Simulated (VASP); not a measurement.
# TiSbO3 (R-3) in VASP: single point with PBEsol

Aim: the single point of TiSbO3 with PBEsol.

Program: VASP 6.6.1. These are calculated values, not measurements. Logs are shortened: lines on timing, memory, paths and dates and some standing lists are left out, and cuts for length are marked.

**1. The cell of the first run**

Symmetry: R-3, No. 148, trigonal system. The conventional cell has a = 4.915 Å, b = 4.915 Å, c = 16.695 Å, α = 90.00°, β = 90.00°, γ = 120.00°. Within 3.0 Å of Ti (site symmetry 3) lie 6 O at 2.26 to 2.72 Å and 3 Ti at 2.94 Å. Within 2.4 Å of Sb (site symmetry 3) lie 6 O at 1.79 to 1.92 Å. Within 2.6 Å of O (site symmetry 1) lie 2 Sb at 1.79 to 1.92 Å and 1 Ti at 2.26 Å and 5 O at 2.39 to 2.60 Å.

**2. Single point, PBEsol**

POSCAR

```
TiSbO3
1.0
    1.9332950000     -4.5183280000      0.0000000000
    1.9332950000     -1.8455550000     -4.1242270000
    4.3132840000      4.5183280000      0.0000000000
Ti Sb O
2 2 6
Direct
    0.7120000000      0.6440000000      0.0680000000
    0.2880000000      0.3560000000      0.9320000000
    0.3220000000      0.8390000000      0.4830000000
    0.6780000000      0.1610000000      0.5170000000
    0.7500000000      0.7700000000      0.6600000000
    0.1400000000      0.0900000000      0.6600000000
    0.4300000000      0.4800000000      0.6600000000
    0.2500000000      0.2300000000      0.3400000000
    0.8600000000      0.9100000000      0.3400000000
    0.5700000000      0.5200000000      0.3400000000
```

INCAR.step1

```
SYSTEM = TiSbO3
PREC = Accurate ; ENCUT = 520
EDIFF = 1E-6 ; ISMEAR = -1
SIGMA = 0.1 ; LREAL = .FALSE.
LASPH = .TRUE. ; NELM = 80
ALGO = Normal ; ISIF = 2
LWAVE = .FALSE. ; LCHARG = .TRUE.
LMAXMIX = 4 ; GGA = PS
NBANDS = 46
```

KPOINTS.step1

```
regular mesh
0
G
  6 6 6
  0 0 0
```

INCAR.step2

```
SYSTEM = TiSbO3
PREC = Accurate ; ENCUT = 520
EDIFF = 1E-6 ; ISMEAR = -5
SIGMA = 0.1 ; LREAL = .FALSE.
LASPH = .TRUE. ; NELM = 80
ALGO = Normal ; ISIF = 2
LWAVE = .FALSE. ; LCHARG = .FALSE.
LMAXMIX = 4 ; GGA = PS
LORBIT = 10 ; NBANDS = 46
NEDOS = 1001 ; ICHARG = 11
```

KPOINTS.step2

```
regular mesh
0
G
  9 9 9
  0 0 0
```

Potentials or basis: VASP PAW PBE potentials, release 64 (Ti_sv, Sb, O).

Started as:

```
$ cat potpaw_PBE.64/Ti_sv/POTCAR potpaw_PBE.64/Sb/POTCAR potpaw_PBE.64/O/POTCAR > POTCAR
$ cp INCAR.step1 INCAR
$ cp KPOINTS.step1 KPOINTS
$ mpirun -np 1 vasp_std > vasp.out
$ cp INCAR.step2 INCAR
$ cp KPOINTS.step2 KPOINTS
$ mpirun -np 1 vasp_std > vasp.out
```

OUTCAR:

```text
SYSTEM = TiSbO3
   PREC = Accurate
   ENCUT = 520
   EDIFF = 1E-6
   ISMEAR = -5
   LREAL = .FALSE.
   LASPH = .TRUE.
   NELM = 80
   ISIF = 2
   GGA = PS
   LORBIT = 10
   ICHARG = 11

 ion  position               nearest neighbor table
   1  0.712  0.644  0.068-  10 2.26   9 2.26   8 2.26   3 3.26
   2  0.288  0.356  0.932-   7 2.26   6 2.26   5 2.26   4 3.26
   3  0.322  0.839  0.483-   7 1.79   5 1.79   6 1.79   9 1.92   8 1.92  10 1.92   4 2.84   4 2.84
                             4 2.84   1 3.26
   4  0.678  0.161  0.517-  10 1.79   8 1.79   9 1.79   6 1.92   5 1.92   7 1.92   3 2.84   3 2.84
                             3 2.84   2 3.26
   5  0.750  0.770  0.660-   3 1.79   4 1.92   2 2.26
   6  0.140  0.090  0.660-   3 1.79   4 1.92   2 2.26
   7  0.430  0.480  0.660-   3 1.79   4 1.92   2 2.26
   8  0.250  0.230  0.340-   4 1.79   3 1.92   1 2.26
   9  0.860  0.910  0.340-   4 1.79   3 1.92   1 2.26
  10  0.570  0.520  0.340-   4 1.79   3 1.92   1 2.26

  LATTYP: Found a trigonal (rhomboedric) cell.
 ALAT       =     6.2465756043
 COS(alpha) =     0.6905031403

  Lattice vectors:

 A1 = (   4.3132840000,   4.5183280000,   0.0000000000)
 A2 = (   4.3132840000,   1.8455550000,   4.1242270000)
 A3 = (   6.2465790000,  -0.0000000000,   0.0000000000)

Analysis of symmetry for initial positions (statically):
=====================================================================
 Subroutine PRICEL returns:
 Original cell was already a primitive cell.

 Routine SETGRP: Setting up the symmetry group for a
 trigonal (rhombohedral) supercell.

 Subroutine GETGRP returns: Found  6 space group operations
 (whereof  6 operations were pure point group operations)
 out of a pool of 12 trial point group operations.

The static configuration has the point symmetry S_6 .

Analysis of symmetry for dynamics (positions and initial velocities):
=====================================================================
 Subroutine PRICEL returns:
 Original cell was already a primitive cell.

 Routine SETGRP: Setting up the symmetry group for a
 trigonal (rhombohedral) supercell.

 Subroutine GETGRP returns: Found  6 space group operations
 (whereof  6 operations were pure point group operations)
 out of a pool of 12 trial point group operations.

The dynamic configuration has the point symmetry S_6 .

 Subroutine INISYM returns: Found  6 space group operations
 (whereof  6 operations are pure point group operations),
 and found     1 'primitive' translations

----------------------------------------------------------------------------------------

                                     Primitive cell

  volume of cell :     116.4026

  direct lattice vectors                    reciprocal lattice vectors
     1.933295000 -4.518328000  0.000000000     0.160087626 -0.152822768  0.143430376
     1.933295000 -1.845555000 -4.124227000     0.000000000  0.000000000 -0.242469680
     4.313284000  4.518328000  0.000000000     0.160087626  0.068498039  0.044391278

  length of vectors
     4.914561778  4.914565206  6.246575604     0.263733045  0.242469680  0.179695895

  position of ions in fractional coordinates (direct lattice)
     0.712000000  0.644000000  0.068000000
     0.288000000  0.356000000  0.932000000
     0.322000000  0.839000000  0.483000000
     0.678000000  0.161000000  0.517000000
     0.750000000  0.770000000  0.660000000
     0.140000000  0.090000000  0.660000000
     0.430000000  0.480000000  0.660000000
     0.250000000  0.230000000  0.340000000
     0.860000000  0.910000000  0.340000000
     0.570000000  0.520000000  0.340000000

  ion indices of the primitive-cell ions
   primitive index   ion index
                 1           1
                 2           2
                 3           3
                 4           4
                 5           5
                 6           6
                 7           7
                 8           8
                 9           9
                10          10

----------------------------------------------------------------------------------------

 KPOINTS: regular mesh

Automatic generation of k-mesh.
 Grid dimensions read from file:
 generate k-points for:    9    9    9

 Generating k-lattice:

  Cartesian coordinates                     Fractional coordinates (reciprocal lattice)
     0.017787514 -0.016980308  0.015936708     0.111111111 -0.000000000 -0.000000000
     0.000000000  0.000000000 -0.026941076     0.000000000  0.111111111  0.000000000
     0.017787514  0.007610893  0.004932364    -0.000000000 -0.000000000  0.111111111

  Length of vectors
     0.029303672  0.026941076  0.019966211

  Shift w.r.t. Gamma in fractional coordinates (k-lattice)
     0.000000000  0.000000000  0.000000000

 TETIRR: Found   2114 inequivalent tetrahedra from     4374

 Subroutine IBZKPT returns following result:
 ===========================================

 Found    125 irreducible k-points:

 Following reciprocal coordinates:
            Coordinates               Weight
  0.000000  0.000000  0.000000      1.000000
  0.111111  0.000000  0.000000      6.000000
  0.222222  0.000000 -0.000000      6.000000
  0.333333  0.000000  0.000000      6.000000
  0.444444  0.000000 -0.000000      6.000000
  0.000000  0.111111  0.000000      6.000000
[... 16 lines left out ...]
  0.111111  0.333333  0.000000      6.000000
  0.222222  0.333333 -0.000000      6.000000
 [... further k-points ...]
   k-points           NKPTS =    125   k-points in BZ     NKDIM =    125   number of bands    NBANDS=     46
   number of dos      NEDOS =   1001   number of ions     NIONS =     10
   total plane-waves  NPLWV =  76800
   dimension x,y,z NGX =    40 NGY =   40 NGZ =   48
   dimension x,y,z NGXF=    80 NGYF=   80 NGZF=   96
   ions per type =               2   2   6
   NGX,Y,Z   is equivalent  to a cutoff of  13.53, 13.53, 12.77 a.u.
   NGXF,Y,Z  is equivalent  to a cutoff of  27.06, 27.06, 25.55 a.u.
 SYSTEM =  TiSbO3
   PREC   = accura    normal or accurate (medium, high low for compatibility)
   ISTART =      0    job   : 0-new  1-cont  2-samecut
   ICHARG =     11    charge: 1-file 2-atom 10-const
   ISPIN  =      1    spin polarized calculation?
   LNONCOLLINEAR =      F non collinear calculations
   LSORBIT =      F    spin-orbit coupling
   LASPH  =      T    aspherical Exc in radial PAW
   ENCUT  =  520.0 eV  38.22 Ry    6.18 a.u.   9.14  9.14 11.61*2*pi/ulx,y,z
   NELM   =     80;   NELMIN=  2; NELMDL=  0     # of ELM steps
   EDIFF  = 0.1E-05   stopping-criterion for ELM
   LREAL  =      F    real-space projection
   EDIFFG = 0.1E-04   stopping-criterion for IOM
   NSW    =      0    number of steps for IOM
   IBRION =     -1    ionic relax: 0-MD 1-quasi-New 2-CG
   NFREE  =      0    steps in history (QN), initial steepest desc. (CG)
   ISIF   =      2    stress and relaxation
   ISYM   =      2    0-nonsym 1-usesym 2-fastsym
   POTIM  = 0.5000    time-step for ionic-motion
   TEBEG  =    0.0;   TEEND  =   0.0 temperature during run
   PSTRESS=    0.0 pullay stress
   NELECT =      70.0000    total number of electrons
   NUPDOWN=      -1.0000    fix difference up-down
   EMIN   =  10.00;   EMAX   =-10.00  energy-range for DOS
   EFERMI =   0.00;   METHOD = LEGACY
   ISMEAR =    -5;   SIGMA  =   0.10  broadening in eV -4-tet -1-fermi 0-gaus
   EFERMI_NEDOS =   21; number of points for ismear=-14 and -15
   IALGO  =     38    algorithm
   IMIX   =      4    mixing-type and parameters
     AMIX     =   0.40;   BMIX     =  1.00
     AMIX_MAG =   1.60;   BMIX_MAG =  1.00
  volume/ion in A,a.u.               =      11.64        78.55
  Fermi-wavevector in a.u.,A,eV,Ry     =   1.381826  2.611272 25.979547  1.909443
  Thomas-Fermi vector in A             =   2.506574
   LORBIT       =     10    0 simple, 1 ext, 2 COOP (PROOUT), +10 PAW based schemes
   GGA     = PS    functional components
   LHFCALC =     F    Hartree Fock is set to
   AEXX    =    0.0000 exact exchange contribution
   IVDW    =     0    specifies the selected vdW correction
   LEPSILON=     F    determine dielectric tensor
   LRPA    =     F    only Hartree local field effects (RPA)
 non-spin polarized calculation
 Fermi weights with tetrahedron method with Bloechl corrections
  energy-cutoff  :      520.00
  volume of cell :      116.40
 maximum number of plane-waves:      3157
 NGX is ok and might be reduce to    40

 number of electron      69.9999995 magnetization

 Free energy of the ion-electron system (eV)
  ---------------------------------------------------
  ext. energy  EPLUGINS =         0.00000000
  ---------------------------------------------------
  free energy    TOTEN  =       -62.00982336 eV

  energy without entropy =      -62.00982336  energy(sigma->0) =      -62.00982336

 E-fermi :  10.1811     XC(G=0): -11.5282

 val. band max:       10.2209489728   @ k =  -0.0000   0.0000   0.2222
 cond. band min:      10.1641915087   @ k =   0.4444   0.4444   0.1111
 fundamental gap:     -0.0567574641
 Fermi energy:        10.1810502457

 k-point     1 :       0.0000    0.0000    0.0000
  band No.  band energies     occupation
      1     -46.9807      2.00000
      2     -46.9249      2.00000
      3     -23.6023      2.00000
      4     -23.5689      2.00000
      5     -23.3554      2.00000
      6     -23.3554      2.00000
[... 38 lines left out ...]
     45      13.5459      0.00000
     46      15.7131      0.00000
[... 1086 lines left out ...]
      6     -23.3214      2.00000
[... 38 lines left out ...]
     45      13.2342      0.00000
     46      14.5551      0.00000

 [... further k-points ...]
[... 5 lines left out ...]
  --------------------------------------------------------------------------------------
  -------------------------------------------------------------------------------------
  Total       32.6670935     38.4624691     39.2158893     -3.0354765     -0.8417353     -1.9671931
  in kB      449.6333594    529.4015282    539.7716833    -41.7806223    -11.5857350    -27.0766554
  external PRESSURE =     506.2688570 kB  Pullay stress =       0.0000000 kB

 VOLUME and BASIS-vectors are now :
 -----------------------------------------------------------------------------
  energy-cutoff  :      520.00
  volume of cell :      116.40
      direct lattice vectors                 reciprocal lattice vectors
     1.933295000 -4.518328000  0.000000000     0.160087626 -0.152822768  0.143430376
     1.933295000 -1.845555000 -4.124227000     0.000000000  0.000000000 -0.242469680
     4.313284000  4.518328000  0.000000000     0.160087626  0.068498039  0.044391278

 POSITION                                       TOTAL-FORCE (eV/Angst)
 -----------------------------------------------------------------------------------
      2.91485     -4.09834     -2.65600        -1.076607     -0.460656     -0.298536
      5.26502      2.25279     -1.46822         1.076607      0.460656      0.298536
      4.32787     -0.82097     -3.46023        -6.880477     -2.944000     -1.907912
      3.85200     -1.02459     -0.66400         6.880477      2.944000      1.907912
      5.78538     -1.82773     -3.17565         6.974386     -1.509223      2.851915
      3.29143      2.18343     -0.37118         6.252876      3.672950     -2.542477
      4.60607      0.15335     -1.97963         3.724172      5.089408      4.391084
      2.39450     -0.01783     -0.94857        -6.974386      1.509223     -2.851915
      4.88845     -4.02899     -3.75305        -6.252876     -3.672950      2.542477
      3.57381     -1.99890     -2.14460        -3.724172     -5.089408     -4.391084
 -----------------------------------------------------------------------------------
    total drift:                               -0.000000     -0.000000     -0.000000

  FREE ENERGIE OF THE ION-ELECTRON SYSTEM (eV)
  ---------------------------------------------------
  free  energy   TOTEN  =       -62.0098233564 eV

  energy  without entropy=      -62.0098233564  energy(sigma->0) =      -62.00982336

 total charge

# of ion       s       p       d       tot
------------------------------------------
    1        2.142   6.027   2.029  10.198
    2        2.142   6.027   2.029  10.198
    3        0.956   1.346   0.450   2.752
    4        0.956   1.346   0.450   2.752
    5        1.582   3.604   0.000   5.186
    6        1.582   3.604   0.000   5.186
    7        1.582   3.604   0.000   5.186
    8        1.582   3.604   0.000   5.186
    9        1.582   3.604   0.000   5.186
   10        1.582   3.604   0.000   5.186
--------------------------------------------------
tot         15.689  36.368   4.959  57.016
```

Wall time 14 min (1 thread of Intel Xeon 8259CL, shared host); peak memory 0.64 GiB.

Results:

```yaml
Valence_electrons_inside_the_program's_atomic_spheres: Ti 10.20; Sb 2.75; O 5.19
```

Levels at points of the mesh, in eV from the Fermi level:
```csv
k point,band 32,band 33,band 34,band 35,band 36,band 37,band 38,band 39
"(0.00, 0.00, 0.00)",-5.30,-1.88,0.12,0.12,0.15,0.15,0.17,1.00
```

Caveat: the PAW data sets were made with another functional, which shifts forces and pressure a little; spin-orbit coupling is left out, which moves the levels of the heavy elements; semilocal functionals often make such compounds metallic where correlation or magnetic order opens a gap, which also shifts bond lengths.
